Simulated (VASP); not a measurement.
# Ni (P6/mmm) in VASP: further runs

The runs below take Ni through single point, relaxation of cell and atoms, with r2SCAN.

All numbers are computed with VASP 6.6.1; they aren't measurements. Logs are shortened: lines on timing, memory, paths and dates and some standing lists are left out, and cuts for length are marked.

### 1 The cell of the first run

Symmetry: P6/mmm, No. 191, hexagonal system. Conventional cell: a = 2.380 Å, b = 2.380 Å, c = 2.337 Å, α = 90.00°, β = 90.00°, γ = 120.00°. Within 3.1 Å of Ni (site symmetry 6/mmm) lie 8 Ni at 2.34 to 2.38 Å.

### 2 Single point, r2SCAN, collinear spin, ferromagnetic start

File POSCAR:

```
Ni
1.0
    2.3800177251      0.0000000000      0.0000000000
   -1.1900088625      2.0611558114      0.0000000000
    0.0000000000      0.0000000000      2.3366585249
Ni
1
Direct
    0.0000000000      0.0000000000      0.0000000000
```

File INCAR.step1:

```
  PREC = Accurate
  ENCUT = 650
  ISMEAR = 0
  SIGMA = 0.1
  LREAL = False
  LASPH = True
  NELM = 200
  ISPIN = 2
  MAGMOM = 0.84
  LMAXMIX = 4
  NBANDS = 19
  GGA = PE
  ALGO = Normal
  EDIFF = 1E-5
  LWAVE = True
  LCHARG = False
  GGA_COMPAT = False
```

File INCAR.step2:

```
  PREC = Accurate
  ENCUT = 650
  EDIFF = 1E-6
  ISMEAR = 0
  SIGMA = 0.1
  LREAL = False
  LASPH = True
  NELM = 200
  ALGO = Normal
  ISIF = 2
  LWAVE = False
  LCHARG = True
  ISPIN = 2
  MAGMOM = 0.84
  LORBIT = 11
  LMAXMIX = 4
  METAGGA = R2SCAN
  LMIXTAU = True
  LELF = True
  LVHAR = True
  NBANDS = 19
  ISTART = 1
  GGA_COMPAT = False
```

File KPOINTS:

```
regular mesh
0
Gamma
  9 9 8
```

Potentials or basis: VASP PAW PBE potentials, release 64 (Ni_sv_GW).

On the command line:

```console
cat potpaw_PBE.64/Ni_sv_GW/POTCAR > POTCAR
cp INCAR.step1 INCAR
mpirun -np 1 vasp_std > vasp.out
cp INCAR.step2 INCAR
mpirun -np 1 vasp_std > vasp.out
```

OUTCAR:

```text
PREC = Accurate
   ENCUT = 650
   EDIFF = 1E-6
   ISMEAR = 0
   LREAL = False
   LASPH = True
   NELM = 200
   ISIF = 2
   ISPIN = 2
   LORBIT = 11
   METAGGA = R2SCAN
   ISTART = 1

 ion  position               nearest neighbor table
   1  0.000  0.000  0.000-

  LATTYP: Found a hexagonal cell.
 ALAT       =     2.3800177251
 C/A-ratio  =     0.9817819843

  Lattice vectors:

 A1 = (   2.3800177251,   0.0000000000,   0.0000000000)
 A2 = (  -1.1900088625,   2.0611558114,   0.0000000000)
 A3 = (   0.0000000000,   0.0000000000,   2.3366585249)

Analysis of symmetry for initial positions (statically):
=====================================================================
 Subroutine PRICEL returns:
 Original cell was already a primitive cell.

 Routine SETGRP: Setting up the symmetry group for a
 hexagonal supercell.

 Subroutine GETGRP returns: Found 24 space group operations
 (whereof 24 operations were pure point group operations)
 out of a pool of 24 trial point group operations.

The static configuration has the point symmetry D_6h.

Analysis of symmetry for dynamics (positions and initial velocities):
=====================================================================
 Subroutine PRICEL returns:
 Original cell was already a primitive cell.

 Routine SETGRP: Setting up the symmetry group for a
 hexagonal supercell.

 Subroutine GETGRP returns: Found 24 space group operations
 (whereof 24 operations were pure point group operations)
 out of a pool of 24 trial point group operations.

The dynamic configuration has the point symmetry D_6h.

Analysis of structural, dynamic, and magnetic symmetry:
=====================================================================
 Subroutine PRICEL returns:
 Original cell was already a primitive cell.

 Routine SETGRP: Setting up the symmetry group for a
 hexagonal supercell.

 Subroutine GETGRP returns: Found 24 space group operations
 (whereof 24 operations were pure point group operations)
 out of a pool of 24 trial point group operations.

The overall configuration has the point symmetry D_6h.

 Subroutine INISYM returns: Found 24 space group operations
 (whereof 24 operations are pure point group operations),
 and found     1 'primitive' translations

----------------------------------------------------------------------------------------

                                     Primitive cell

  volume of cell :      11.4627

  direct lattice vectors                    reciprocal lattice vectors
     2.380017725  0.000000000  0.000000000     0.420164938  0.242582340  0.000000000
    -1.190008863  2.061155811  0.000000000     0.000000000  0.485164680  0.000000000
     0.000000000  0.000000000  2.336658525     0.000000000  0.000000000  0.427961548

[... 100 lines left out ...]
     AMIX     =   0.40;   BMIX     =  1.00
     AMIX_MAG =   1.60;   BMIX_MAG =  1.00
  volume/ion in A,a.u.               =      11.46        77.35
  Fermi-wavevector in a.u.,A,eV,Ry     =   1.902846  3.595857 49.264272  3.620822
  Thomas-Fermi vector in A             =   2.941411
   LORBIT       =     11    0 simple, 1 ext, 2 COOP (PROOUT), +10 PAW based schemes
   METAGGA = R2SCAN    functional components
   LHFCALC =     F    Hartree Fock is set to
   AEXX    =    0.0000 exact exchange contribution
   IVDW    =     0    specifies the selected vdW correction
   LEPSILON=     F    determine dielectric tensor
   LRPA    =     F    only Hartree local field effects (RPA)
 spin polarized calculation
 Gauss-broadening in eV      SIGMA  =   0.10
  energy-cutoff  :      650.00
  volume of cell :       11.46
 maximum number of plane-waves:       444
 NGX is ok and might be reduce to    20
   NGX =  9   NGY =  9   NGZ =  9

 number of electron      17.9999983 magnetization       0.7355139

 Free energy of the ion-electron system (eV)
  ---------------------------------------------------
  ext. energy  EPLUGINS =         0.00000000
  ---------------------------------------------------
  free energy    TOTEN  =       -12.43601095 eV

  energy without entropy =      -12.42951751  energy(sigma->0) =      -12.43276423

 E-fermi :   7.0374     XC(G=0): -14.5694

 val. band max:        7.0159875828   @ k =   0.1111  -0.0000   0.1250
 cond. band min:       7.0468479735   @ k =   0.2222   0.1111   0.0000
 fundamental gap:      0.0308603907
 Fermi energy:         7.0373658382

 spin component 1

 k-point     1 :       0.0000    0.0000    0.0000
  band No.  band energies     occupation
      1    -100.4480      1.00000
      2     -59.3197      1.00000
      3     -59.3197      1.00000
      4     -59.0265      1.00000
      5      -1.8945      1.00000
      6       2.7900      1.00000
[... 517 lines left out ...]
     18      46.2612      0.00000
     19      49.7330      0.00000

 [... further k-points ...]

 spin component 2

 k-point     1 :       0.0000    0.0000    0.0000
  band No.  band energies     occupation
      1     -99.1432      1.00000
      2     -57.9737      1.00000
      3     -57.9737      1.00000
      4     -57.8490      1.00000
      5      -2.0675      1.00000
      6       3.9509      1.00000
[... 517 lines left out ...]
     18      46.5351      0.00000
     19      49.9888      0.00000

 [... further k-points ...]

------------------------ aborting loop because EDIFF is reached ----------------------------------------

  FORCE on cell =-STRESS in cart. coord.  units (eV):
  Direction    XX          YY          ZZ          XY          YZ          ZX
  --------------------------------------------------------------------------------------
  -------------------------------------------------------------------------------------
  Total       -0.2172885     -0.2172885     -0.1977616     -0.0000000     -0.0000000      0.0000000
  in kB      -30.3711316    -30.3711316    -27.6417981     -0.0000000     -0.0000000      0.0000000
  external PRESSURE =     -29.4613537 kB  Pullay stress =       0.0000000 kB

 VOLUME and BASIS-vectors are now :
 -----------------------------------------------------------------------------
  energy-cutoff  :      650.00
  volume of cell :       11.46
      direct lattice vectors                 reciprocal lattice vectors
     2.380017725  0.000000000  0.000000000     0.420164938  0.242582340  0.000000000
    -1.190008863  2.061155811  0.000000000     0.000000000  0.485164680  0.000000000
     0.000000000  0.000000000  2.336658525     0.000000000  0.000000000  0.427961548

 POSITION                                       TOTAL-FORCE (eV/Angst)
 -----------------------------------------------------------------------------------
      0.00000      0.00000      0.00000        -0.000000      0.000000      0.000000
 -----------------------------------------------------------------------------------
    total drift:                               -0.000000      0.000000      0.000000

  FREE ENERGIE OF THE ION-ELECTRON SYSTEM (eV)
  ---------------------------------------------------
  free  energy   TOTEN  =       -12.4360109469 eV

  energy  without entropy=      -12.4295175150  energy(sigma->0) =      -12.43276423

 total charge

# of ion       s       p       d       f       tot
--------------------------------------------------
    1        2.255   6.273   7.854   0.005  16.387

 magnetization (x)

# of ion       s       p       d       f       tot
--------------------------------------------------
    1       -0.005  -0.018   0.814  -0.000   0.792
```

OUTCAR.step1:

```text
PREC = Accurate
   ENCUT = 650
   ISMEAR = 0
   LREAL = False
   LASPH = True
   NELM = 200
[... 1293 lines left out ...]

 POSITION                                       TOTAL-FORCE (eV/Angst)
 -----------------------------------------------------------------------------------
      0.00000      0.00000      0.00000         0.000000      0.000000      0.000000
 -----------------------------------------------------------------------------------
    total drift:                               -0.000000      0.000000      0.000000

  FREE ENERGIE OF THE ION-ELECTRON SYSTEM (eV)
  ---------------------------------------------------
  free  energy   TOTEN  =        -6.0075967834 eV

  energy  without entropy=       -5.9977405185  energy(sigma->0) =       -6.00266865
```

OSZICAR.step1:

```text
N       E                     dE             d eps       ncg     rms          rms(c)
DAV:   1     0.187357727739E+03    0.18736E+03   -0.97635E+03  6421   0.367E+03
DAV:   2    -0.136029638682E+00   -0.18749E+03   -0.17554E+03  6998   0.796E+02
DAV:   3    -0.837595644259E+01   -0.82399E+01   -0.81536E+01  7193   0.224E+02
DAV:   4    -0.849800652836E+01   -0.12205E+00   -0.12200E+00  7271   0.158E+01
DAV:   5    -0.849961211059E+01   -0.16056E-02   -0.16054E-02  6786   0.131E+00    0.143E+01
DAV:   6    -0.762844941957E+01    0.87116E+00   -0.11482E+01  5424   0.299E+02    0.106E+01
DAV:   7    -0.606391516175E+01    0.15645E+01   -0.46947E+00  5415   0.156E+02    0.229E+00
DAV:   8    -0.600652753364E+01    0.57388E-01   -0.73210E-02  7885   0.109E+01    0.382E-01
DAV:   9    -0.600743898609E+01   -0.91145E-03   -0.23960E-03  7143   0.206E+00    0.133E-01
DAV:  10    -0.600754505864E+01   -0.10607E-03   -0.11281E-04  7396   0.646E-01    0.709E-02
DAV:  11    -0.600758679184E+01   -0.41733E-04   -0.27796E-05  6158   0.282E-01    0.268E-02
DAV:  12    -0.600759678342E+01   -0.99916E-05   -0.42448E-06  3407   0.114E-01
   1 F= -.60075968E+01 E0= -.60026687E+01  d E =-.985626E-02  mag=     0.5445
```

Run time: 1.8 min. Hardware: 1 thread of Intel Xeon Platinum 8375C at 2.90GHz (Ice Lake), shared host; peak memory 0.16 GiB.

Results:

```
Free energy                                           : -12.4360 eV
Pressure                                              : -2.9 GPa
Net moment                                            : 0.74 μB per cell
Site moments                                          : Ni +0.79 μB
Valence electrons inside the program's atomic spheres : Ni 16.39
```

Stress tensor (GPa, compression positive):
```
-3.04  0.00  0.00
 0.00 -3.04  0.00
 0.00  0.00 -2.76
```

Levels at points of the mesh, in eV from the Fermi level:
Spin up:
```
           k point  band 5  band 6  band 7  band 8  band 9  band 10  band 11  band 12  band 13  band 14
(0.00, 0.00, 0.00)   -8.93   -4.25   -2.71   -2.71   -0.64    -0.64    19.23    24.29    24.79    28.30
(0.00, 0.00, 0.50)   -4.94   -2.48   -2.48   -1.68   -1.52    -1.52     3.27    29.42    32.47    32.85
```
Spin down:
| k point | band 6 | band 7 | band 8 | band 9 | band 10 | band 11 | band 12 | band 13 |
| --- | --- | --- | --- | --- | --- | --- | --- | --- |
| (0.00, 0.00, 0.00) | -3.09 | -1.51 | -1.51 | 0.30 | 0.30 | 19.27 | 24.49 | 24.60 |
| (0.00, 0.00, 0.50) | -1.78 | -1.25 | -1.25 | -0.63 | -0.63 | 4.21 | 29.13 | 32.52 |

Caveat: the PAW data sets were made with another functional, which shifts forces and pressure a little.

### 3 Relaxation of cell and atoms, r2SCAN, collinear spin, ferromagnetic start

This run uses another cell than the first one, of 10.77 Å³/atom, 0.940 times its volume.

File POSCAR:

```
Ni
1.0
    2.3699257234      0.0000000000      0.0000000000
   -1.1849628617      2.0524158815      0.0000000000
    0.0000000000      0.0000000000      2.2143993478
Ni
1
Direct
    0.0000000000      0.0000000000      0.0000000000
```

File INCAR.step1:

```
SYSTEM = Ni
PREC = Accurate
ENCUT = 600
ISMEAR = 0
SIGMA = 0.1
LREAL = .FALSE.
LASPH = .TRUE.
NELM = 150
ISPIN = 2
MAGMOM = 0.84
LMAXMIX = 4
GGA = PE
ALGO = Normal
EDIFF = 1E-4
LWAVE = .TRUE.
LCHARG = .FALSE.
```

File INCAR.step2:

```
SYSTEM = Ni
PREC = Accurate
ENCUT = 600
EDIFF = 1E-6
ISMEAR = 0
SIGMA = 0.1
LREAL = .FALSE.
LASPH = .TRUE.
NELM = 150
ALGO = Normal
ISIF = 3
LWAVE = .FALSE.
LCHARG = .FALSE.
ISPIN = 2
MAGMOM = 0.84
LORBIT = 11
LMAXMIX = 4
METAGGA = R2SCAN
LMIXTAU = .TRUE.
IBRION = 2
NSW = 90
EDIFFG = -0.04
ISTART = 1
```

File KPOINTS:

```
regular mesh
0
G
  9 9 8
  0 0 0
```

Potentials or basis: VASP PAW PBE potentials, release 64 (Ni).

On the command line:

```console
cat potpaw_PBE.64/Ni/POTCAR > POTCAR
cp INCAR.step1 INCAR
mpirun -np 1 vasp_std > vasp.out
cp INCAR.step2 INCAR
mpirun -np 1 vasp_std > vasp.out
```

It took 2.9 min on 1 thread of Intel Xeon 6975P-C, shared host; peak memory 0.15 GiB.

It converged, with:

- Free energy: -11.4978 eV
- Relaxed volume: 11.45 Å³/atom
- Relaxed cell: a = 2.381 Å, b = 2.381 Å, c = 2.331 Å, α = 90.00°, β = 90.00°, γ = 120.00°
- Space group after relaxing (to 0.05 Å): P6/mmm (No. 191)
- Energy gained by relaxing: 45.6 meV/atom
- Ionic steps: 6
- Pressure after relaxing: 0.2 GPa
- Net moment: 0.71 μB per cell
- Site moments: Ni +0.73 μB
- Valence electrons inside the program's atomic spheres: Ni 9.37

Stress tensor (GPa, compression positive):
```
0.04 0.00 0.00
0.00 0.04 0.00
0.00 0.00 0.49
```

Step by step:
| step | energy change (eV) | largest force (eV/Å) | pressure (GPa) | volume (Å³) |
| --- | --- | --- | --- | --- |
| 1 | 0.0000 | 0.0000 | 12.51 | 10.77 |
| 2 | -0.0267 | 0.0000 | -8.45 | 12.12 |
| 3 | -0.0443 | 0.0000 | -1.65 | 11.55 |
| 4 | -0.0443 | 0.0000 | -1.41 | 11.54 |
| 5 | -0.0454 | 0.0000 | 1.09 | 11.41 |
| 6 | -0.0456 | 0.0000 | 0.19 | 11.45 |

Final structure:
```xyz
1
Lattice="2.3814 0.0000 0.0000 -1.1907 2.0623 0.0000 0.0000 0.0000 2.3314" Properties=species:S:1:pos:R:3 pbc="T T T"
Ni    0.0000    0.0000    0.0000
```

Levels at points of the mesh, in eV from the Fermi level:
Spin up:
```
           k point  band 1  band 2  band 3  band 4  band 5  band 6  band 7  band 8  band 9
(0.00, 0.00, 0.00)   -8.86   -4.21   -2.67   -2.67   -0.61   -0.61   19.51   24.55   24.99
(0.00, 0.00, 0.50)   -4.87   -2.44   -2.44   -1.58   -1.49   -1.49    3.36   29.73   32.72
```
Spin down:
```tsv
k point	band 3	band 4	band 5	band 6	band 7	band 8
(0.00, 0.00, 0.00)	-1.53	-1.53	0.28	0.28	19.57	24.81
(0.00, 0.00, 0.50)	-1.27	-1.27	-0.65	-0.65	4.26	29.63
```

Caveat: the PAW data sets were made with another functional, which shifts forces and pressure a little.
